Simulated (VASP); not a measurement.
# ZrMoSe4 (P4/mmm) in VASP: relaxation of cell and atoms with PBE

Aim: the relaxation of cell and atoms of ZrMoSe4 with PBE.

Program: VASP 6.6.1. These are calculated values, not measurements. Logs are shortened: lines on timing, memory, paths and dates and some standing lists are left out, and cuts for length are marked.

## Step 1: The cell of the first run

It takes space group P4/mmm (No. 123, tetragonal). The conventional cell has a = 3.283 Å, b = 3.283 Å, c = 12.371 Å, α = 90.00°, β = 90.00°, γ = 90.00°. Within 3.8 Å of Zr (site symmetry 4/mmm) lie 8 Se at 2.86 Å and 4 Zr at 3.28 Å. Mo (site symmetry 4/mmm) has 8 Se at 2.86 Å and 4 Mo at 3.28 Å within 3.8 Å. Within 3.7 Å of Se (site symmetry 4mm) lie 6 Se at 2.83 to 3.35 Å and 4 Zr at 2.86 Å. Se (site symmetry 4mm) has 6 Se at 2.83 to 3.36 Å and 4 Mo at 2.86 Å within 3.7 Å.

The cell was generated, and may not be a known phase.

## Step 2: Relaxation of cell and atoms, PBE, collinear spin

INCAR reads:

```
PREC = Accurate ; ENCUT = 600
EDIFF = 1E-6 ; ISMEAR = 0
SIGMA = 0.1 ; LREAL = F
LASPH = T ; NELM = 150
ALGO = Normal ; ISIF = 3
LWAVE = F ; LCHARG = F
ISPIN = 2 ; MAGMOM = 0 1 0 0 0 0
LORBIT = 11 ; LMAXMIX = 4
GGA = PE ; IBRION = 2
NSW = 90 ; EDIFFG = -0.04
```

KPOINTS reads:

```
regular mesh
0
Gamma
  6 6 2
```

POSCAR reads:

```
ZrMoSe4
1.0
    3.2827714400      0.0000000000      0.0000000000
    0.0000000000      3.2827714400      0.0000000000
    0.0000000000      0.0000000000     12.3705049300
Zr Mo Se
1 1 4
Direct
    0.0000000000      0.0000000000      0.5000000000
    0.0000000000      0.0000000000      0.0000000000
    0.5000000000      0.5000000000      0.3645260000
    0.5000000000      0.5000000000      0.8643389900
    0.5000000000      0.5000000000      0.1356610100
    0.5000000000      0.5000000000      0.6354740000
```

Potentials or basis: VASP PAW PBE potentials, release 64 (Zr_sv, Mo_sv, Se).

Launch:

```console
$ cat potpaw_PBE.64/Zr_sv/POTCAR potpaw_PBE.64/Mo_sv/POTCAR potpaw_PBE.64/Se/POTCAR > POTCAR
$ mpirun -np 1 vasp_std > vasp.out
```

OUTCAR:

```text
PREC = Accurate
   ENCUT = 600
   EDIFF = 1E-6
   ISMEAR = 0
   LREAL = F
   LASPH = T
   NELM = 150
   ISIF = 3
   ISPIN = 2
   LORBIT = 11
   GGA = PE
   IBRION = 2
   NSW = 90
   EDIFFG = -0.04

 ion  position               nearest neighbor table
   1  0.000  0.000  0.500-   3 2.86   6 2.86   3 2.86   6 2.86   3 2.86   6 2.86   3 2.86   6 2.86

   2  0.000  0.000  0.000-   4 2.86   5 2.86   4 2.86   5 2.86   4 2.86   5 2.86   4 2.86   5 2.86

   3  0.500  0.500  0.365-   1 2.86   1 2.86   1 2.86   1 2.86
   4  0.500  0.500  0.864-   2 2.86   2 2.86   2 2.86   2 2.86
   5  0.500  0.500  0.136-   2 2.86   2 2.86   2 2.86   2 2.86
   6  0.500  0.500  0.635-   1 2.86   1 2.86   1 2.86   1 2.86

  LATTYP: Found a simple tetragonal cell.
 ALAT       =     3.2827714400
 C/A-ratio  =     3.7683113662

  Lattice vectors:

 A1 = (   3.2827714400,   0.0000000000,   0.0000000000)
 A2 = (   0.0000000000,   3.2827714400,   0.0000000000)
 A3 = (   0.0000000000,   0.0000000000,  12.3705049300)

Analysis of symmetry for initial positions (statically):
=====================================================================
 Subroutine PRICEL returns:
 Original cell was already a primitive cell.

 Routine SETGRP: Setting up the symmetry group for a
 simple tetragonal supercell.

 Subroutine GETGRP returns: Found 16 space group operations
 (whereof 16 operations were pure point group operations)
 out of a pool of 16 trial point group operations.

The static configuration has the point symmetry D_4h.

Analysis of symmetry for dynamics (positions and initial velocities):
=====================================================================
 Subroutine PRICEL returns:
 Original cell was already a primitive cell.

 Routine SETGRP: Setting up the symmetry group for a
 simple tetragonal supercell.

 Subroutine GETGRP returns: Found 16 space group operations
 (whereof 16 operations were pure point group operations)
 out of a pool of 16 trial point group operations.

The dynamic configuration has the point symmetry D_4h.

Analysis of structural, dynamic, and magnetic symmetry:
=====================================================================
 Subroutine PRICEL returns:
 Original cell was already a primitive cell.

 Routine SETGRP: Setting up the symmetry group for a
 simple tetragonal supercell.

 Subroutine GETGRP returns: Found 16 space group operations
 (whereof 16 operations were pure point group operations)
 out of a pool of 16 trial point group operations.

The overall configuration has the point symmetry D_4h.

 Subroutine INISYM returns: Found 16 space group operations
 (whereof 16 operations are pure point group operations),
 and found     1 'primitive' translations

----------------------------------------------------------------------------------------

                                     Primitive cell

  volume of cell :     133.3118

  direct lattice vectors                    reciprocal lattice vectors
     3.282771440  0.000000000  0.000000000     0.304620659  0.000000000  0.000000000
     0.000000000  3.282771440  0.000000000     0.000000000  0.304620659  0.000000000
     0.000000000  0.000000000 12.370504930     0.000000000  0.000000000  0.080837444

  length of vectors
     3.282771440  3.282771440 12.370504930     0.304620659  0.304620659  0.080837444

  position of ions in fractional coordinates (direct lattice)
     0.000000000  0.000000000  0.500000000
     0.000000000  0.000000000  0.000000000
     0.500000000  0.500000000  0.364526000
     0.500000000  0.500000000  0.864338990
     0.500000000  0.500000000  0.135661010
     0.500000000  0.500000000  0.635474000

  ion indices of the primitive-cell ions
   primitive index   ion index
                 1           1
                 2           2
                 3           3
                 4           4
                 5           5
                 6           6

[... 48 lines left out ...]
   k-points           NKPTS =     20   k-points in BZ     NKDIM =     20   number of bands    NBANDS=     31
   number of dos      NEDOS =    301   number of ions     NIONS =      6
   total plane-waves  NPLWV =  78400
   dimension x,y,z NGX =    28 NGY =   28 NGZ =  100
   dimension x,y,z NGXF=    56 NGYF=   56 NGZF=  200
   ions per type =               1   1   4
   NGX,Y,Z   is equivalent  to a cutoff of  14.18, 14.18, 13.44 a.u.
   NGXF,Y,Z  is equivalent  to a cutoff of  28.36, 28.36, 26.88 a.u.
 SYSTEM =  unknown system
   PREC   = accura    normal or accurate (medium, high low for compatibility)
   ISTART =      0    job   : 0-new  1-cont  2-samecut
   ICHARG =      2    charge: 1-file 2-atom 10-const
   ISPIN  =      2    spin polarized calculation?
   LNONCOLLINEAR =      F non collinear calculations
   LSORBIT =      F    spin-orbit coupling
   LASPH  =      T    aspherical Exc in radial PAW
   ENCUT  =  600.0 eV  44.10 Ry    6.64 a.u.   6.56  6.56 24.71*2*pi/ulx,y,z
   NELM   =    150;   NELMIN=  2; NELMDL= -5     # of ELM steps
   EDIFF  = 0.1E-05   stopping-criterion for ELM
   LREAL  =      F    real-space projection
   EDIFFG = -.4E-01   stopping-criterion for IOM
   NSW    =     90    number of steps for IOM
   IBRION =      2    ionic relax: 0-MD 1-quasi-New 2-CG
   NFREE  =      1    steps in history (QN), initial steepest desc. (CG)
   ISIF   =      3    stress and relaxation
   ISYM   =      2    0-nonsym 1-usesym 2-fastsym
   POTIM  = 0.5000    time-step for ionic-motion
   TEBEG  =    0.0;   TEEND  =   0.0 temperature during run
   PSTRESS=    0.0 pullay stress
   NELECT =      50.0000    total number of electrons
   NUPDOWN=      -1.0000    fix difference up-down
   EMIN   =  10.00;   EMAX   =-10.00  energy-range for DOS
   EFERMI =   0.00;   METHOD = LEGACY
   ISMEAR =     0;   SIGMA  =   0.10  broadening in eV -4-tet -1-fermi 0-gaus
   EFERMI_NEDOS =   21; number of points for ismear=-14 and -15
   IALGO  =     38    algorithm
   IMIX   =      4    mixing-type and parameters
     AMIX     =   0.40;   BMIX     =  1.00
     AMIX_MAG =   1.60;   BMIX_MAG =  1.00
  volume/ion in A,a.u.               =      22.22       149.94
  Fermi-wavevector in a.u.,A,eV,Ry     =   1.180616  2.231040 18.964531  1.393854
  Thomas-Fermi vector in A             =   2.316905
   LORBIT       =     11    0 simple, 1 ext, 2 COOP (PROOUT), +10 PAW based schemes
   GGA     = PE    functional components
   LHFCALC =     F    Hartree Fock is set to
   AEXX    =    0.0000 exact exchange contribution
   IVDW    =     0    specifies the selected vdW correction
   LEPSILON=     F    determine dielectric tensor
   LRPA    =     F    only Hartree local field effects (RPA)
 conjugate gradient relaxation of ions
 spin polarized calculation
 Gauss-broadening in eV      SIGMA  =   0.10
  energy-cutoff  :      600.00
  volume of cell :      133.31
 maximum number of plane-waves:      4497
 NGX is ok and might be reduce to    28
   NGX = 13   NGY = 13   NGZ = 49

--------------------------------------- Ionic step        1  -------------------------------------------

 number of electron      49.9999999 magnetization       0.0481629

 number of electron      49.9999999 magnetization      -0.0010949

 Free energy of the ion-electron system (eV)
  ---------------------------------------------------
  ext. energy  EPLUGINS =         0.00000000
  ---------------------------------------------------
  free energy    TOTEN  =       -36.29231990 eV

  energy without entropy =      -36.26903998  energy(sigma->0) =      -36.28067994

------------------------ aborting loop because EDIFF is reached ----------------------------------------

  FORCE on cell =-STRESS in cart. coord.  units (eV):
  Direction    XX          YY          ZZ          XY          YZ          ZX
  --------------------------------------------------------------------------------------
  -------------------------------------------------------------------------------------
  Total       -3.5046448     -3.5046448     -4.5866694      0.0000000      0.0000000      0.0000000
  in kB      -42.1197589    -42.1197589    -55.1238189      0.0000000      0.0000000      0.0000000
  external PRESSURE =     -46.4544455 kB  Pullay stress =       0.0000000 kB
[... 101 lines left out ...]
  FREE ENERGIE OF THE ION-ELECTRON SYSTEM (eV)
  ---------------------------------------------------
  free  energy   TOTEN  =       -36.7789025175 eV

  energy  without entropy=      -36.7579711293  energy(sigma->0) =      -36.76843682

 E-fermi :   5.4198     XC(G=0): -10.0126

 val. band max:        5.3617316784   @ k =   0.3333   0.3333   0.0000
 cond. band min:       5.4294635304   @ k =   0.0000   0.0000   0.0000
 fundamental gap:      0.0677318520
 Fermi energy:         5.4198177835

 spin component 1

 k-point     1 :       0.0000    0.0000    0.0000
  band No.  band energies     occupation
      1     -55.9016      1.00000
      2     -43.6870      1.00000
      3     -29.9256      1.00000
      4     -29.9256      1.00000
      5     -29.8577      1.00000
      6     -21.8761      1.00000
[... 1352 lines left out ...]
     30       8.9673      0.00000
     31       8.9673      0.00000

[... ionic steps 4 to 31 ...]

--------------------------------------- Ionic step       32  -------------------------------------------

 number of electron      49.9999998 magnetization      -0.0000000

------------------------ aborting loop because EDIFF is reached ----------------------------------------
[... 75 lines left out ...]
--------------------------------------- Ionic step       34  -------------------------------------------

 number of electron      50.0000000 magnetization       0.0000000

 Free energy of the ion-electron system (eV)
  ---------------------------------------------------
  ext. energy  EPLUGINS =         0.00000000
  ---------------------------------------------------
  free energy    TOTEN  =       -37.27045488 eV

  energy without entropy =      -37.25098993  energy(sigma->0) =      -37.26072241

 E-fermi :   4.4306     XC(G=0):  -9.3146

 val. band max:        4.3842803677   @ k =   0.0000   0.0000   0.0000
 cond. band min:       4.4401175967   @ k =   0.1667   0.1667   0.0000
 fundamental gap:      0.0558372290
 Fermi energy:         4.4306019940

 spin component 1

 k-point     1 :       0.0000    0.0000    0.0000
  band No.  band energies     occupation
      1     -56.8942      1.00000
      2     -44.6045      1.00000
      3     -30.9043      1.00000
      4     -30.9043      1.00000
      5     -30.8667      1.00000
      6     -22.8038      1.00000
[... 1385 lines left out ...]
  FREE ENERGIE OF THE ION-ELECTRON SYSTEM (eV)
  ---------------------------------------------------
  free  energy   TOTEN  =       -37.2704548810 eV

  energy  without entropy=      -37.2509899312  energy(sigma->0) =      -37.26072241

 reached required accuracy - stopping structural energy minimisation

 total charge

# of ion       s       p       d       tot
------------------------------------------
    1        2.160   5.986   1.635   9.781
    2        2.239   6.134   3.845  12.218
    3        1.488   2.316   0.039   3.844
    4        1.492   2.243   0.057   3.792
    5        1.492   2.243   0.057   3.792
    6        1.488   2.316   0.039   3.844
--------------------------------------------------
tot         10.358  21.239   5.673  37.270

 magnetization (x)

# of ion       s       p       d       tot
------------------------------------------
    1        0.000   0.000   0.000   0.000
    2       -0.000  -0.000   0.000   0.000
    3       -0.000  -0.000   0.000  -0.000
    4        0.000   0.000  -0.000   0.000
    5        0.000   0.000  -0.000   0.000
    6       -0.000  -0.000   0.000  -0.000
--------------------------------------------------
tot          0.000   0.000   0.000   0.000
```

Wall time 1.5 h (1 thread of Oxide Virtual Turin-like, shared host); peak memory 0.41 GiB.

Results:

```yaml
Free_energy: -37.2705 eV
Relaxed_volume: 25.05 Å³/atom
Relaxed_cell: a = 3.171 Å, b = 3.171 Å, c = 14.951 Å, α = 90.00°, β = 90.00°, γ = 90.00°
Space_group_after_relaxing_to_0.1_Å: P4/mmm (No. 123)
Energy_gained_by_relaxing: 163.0 meV/atom
Ionic_steps: 34
Pressure_after_relaxing: 0.1 GPa
Largest_force_after_relaxing: 0.026 eV/Å
Band_gap_on_the_k_mesh: zero (filled and empty bands overlap)
Net_moment: 0.00 μB per cell
Valence_electrons_inside_the_program's_atomic_spheres: Zr 9.78; Mo 12.22; Se 3.84, 3.79 (each value once)
```

Forces in eV/Å, atoms in the order of the input:
```
Zr   0.000  0.000  0.000
Mo   0.000  0.000  0.000
Se   0.000  0.000  0.026
Se   0.000  0.000 -0.018
Se   0.000  0.000  0.018
Se   0.000  0.000 -0.026
```

Step by step:
```csv
step,energy change (eV),largest force (eV/Å),pressure (GPa),volume (Å³)
1,0.0000,2.5557,-4.65,133.31
2,-0.4386,0.5576,7.54,121.26
3,-0.4866,1.1565,4.04,123.93
4,-0.7021,0.1842,1.25,129.72
5,-0.7139,0.1141,0.55,131.56
6,-0.7728,0.1378,-0.47,133.88
7,-0.8249,0.4386,-1.84,137.15
8,-0.7857,1.1477,-4.15,143.41
9,-0.8488,0.6775,-2.74,139.43
10,-0.8723,0.6862,-2.27,139.29
11,-0.8991,0.7074,-1.19,138.90
12,-0.9009,0.7087,-0.86,138.77
13,-0.9172,0.5497,-0.31,138.21
14,-0.9320,0.2063,0.85,137.08
15,-0.9321,0.1684,0.98,136.97
16,-0.9375,0.1263,0.62,137.69
17,-0.9414,0.1438,-0.02,138.99
18,-0.9435,0.1303,0.03,139.18
19,-0.9490,0.0868,0.13,139.76
20,-0.9570,0.0363,0.36,140.93
21,-0.9619,0.1578,0.91,143.24
22,-0.9636,0.1462,0.77,143.66
23,-0.9672,0.1106,0.38,144.92
24,-0.9694,0.0650,-0.36,147.46
25,-0.9695,0.0536,-0.26,147.13
26,-0.9703,0.0536,-0.23,147.28
27,-0.9725,0.0613,-0.15,147.72
28,-0.9759,0.0784,0.01,148.59
29,-0.9716,0.1487,0.39,150.27
30,-0.9766,0.0848,0.10,148.99
31,-0.9766,0.0895,0.13,149.09
32,-0.9775,0.0717,0.01,149.72
33,-0.9777,0.0573,-0.08,150.24
34,-0.9781,0.0259,0.08,150.32
```

Final structure:
```
Zr Mo Se
1.0
     3.17085    0.00000    0.00000
     0.00000    3.17085    0.00000
     0.00000    0.00000   14.95050
Zr Mo Se
1 1 4
Direct
  0.00000 0.00000 0.50000
  0.00000 0.00000 0.00000
  0.50000 0.50000 0.38505
  0.50000 0.50000 0.89752
  0.50000 0.50000 0.10248
  0.50000 0.50000 0.61495
```

Caveat: a cell axis changed by over 15 % at a fixed basis, so the end point is rough; this functional lacks dispersion, which binds layers or chains, so the pressure and a relaxed spacing across them are unreliable.

The gap in the log of VASP goes by the Fermi energy; the results here count the filled bands.